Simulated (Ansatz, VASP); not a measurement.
**YHgTe2 in VASP and in Ansatz**

INCAR

```
  PREC = Accurate
  ENCUT = 600
  EDIFF = 1E-6
  ISMEAR = 0
  SIGMA = 0.1
  LREAL = False
  LASPH = True
  NELM = 60
  ALGO = Normal
  ISIF = 3
  LWAVE = False
  LCHARG = False
  GGA = PE
  IBRION = 2
  NSW = 100
  EDIFFG = -0.01
```

KPOINTS

```
regular mesh
0
Gamma
  12 12 6
```

Contents of POSCAR:

```
YHgTe2
1.0
    4.5227984050      0.0000000000      0.0000000000
   -2.2613992025      3.9168583150      0.0000000000
    0.0000000000      0.0000000000      7.3723587925
Y Hg Te
1 1 2
Direct
    0.0000000000      0.0000000000      0.0000000000
    0.0000000000      0.0000000000      0.5000000000
    0.6666666667      0.3333333333      0.7719605306
    0.3333333333      0.6666666667      0.2280394694
```

Input for Ansatz:

```yaml
crystal:
  lattice:
    - [4.522798405, 0.0, 0.0]
    - [-2.2613992025, 3.916858315, 0.0]
    - [0.0, 0.0, 7.3723587925]
  atoms:
    - { symbol: "Y", position: [0.0, 0.0, 0.0] }
    - { symbol: Hg, position: [0.0, 0.0, 0.5] }
    - { symbol: Te, position: [0.6666666667, 0.3333333333, 0.7719605306] }
    - { symbol: Te, position: [0.3333333333, 0.6666666667, 0.2280394694] }
basis:
  ecutwfc: 420
kpoints:
  mp_grid: { grid: [12, 12, 6] }
hamiltonian:
  xc: pbe
scf:
  occupations: { method: gaussian, width: 0.1 }
output:
  forces: true
  stress: true
  eigenvalues: true
relax:
  adjacent_minimum: "off"
  f_tol: 0.01
  max_steps: 80
  cell: { stress_tol: 0.05 }
```

Change from the starting cell: species swapped into the TmAgTe2 type (P-3m1, No. 164).

Alike in both runs: task relaxation of cell and atoms; functional PBE; k mesh 12 × 12 × 6; occupations gaussian, width 0.1 eV; no spin polarisation.

```csv
,VASP,Ansatz
version,VASP 6.6.1,Ansatz 0.2.0
potentials or method,"VASP PAW PBE potentials, release 64 (Y_sv, Hg, Te), cutoff 600 eV","scalar-relativistic, plane waves, PAW"
valence electrons in the cell,35,63
```

Ansatz gave:

```
gap on the k mesh at the Fermi level, each at its own relaxed structure (eV)  : none
relaxed volume (Å³/atom)                                                      : 32.44
relaxed length of the cell vector where the two differ most in proportion (Å) : 7.437
```

**Question.** Which values does VASP return?

**Answer.** gap on the k mesh at the Fermi level, each at its own relaxed structure (eV): none; relaxed volume (Å³/atom): 32.54; relaxed length of the cell vector where the two differ most in proportion (Å): 7.449.

A gap of «none» marks a metal or a gap that the smearing closes. VASP's potentials hold 35 valence electrons a cell and Ansatz's 63, so a difference there can come from the potentials and not from the codes.

Neither program's run includes spin-orbit coupling.
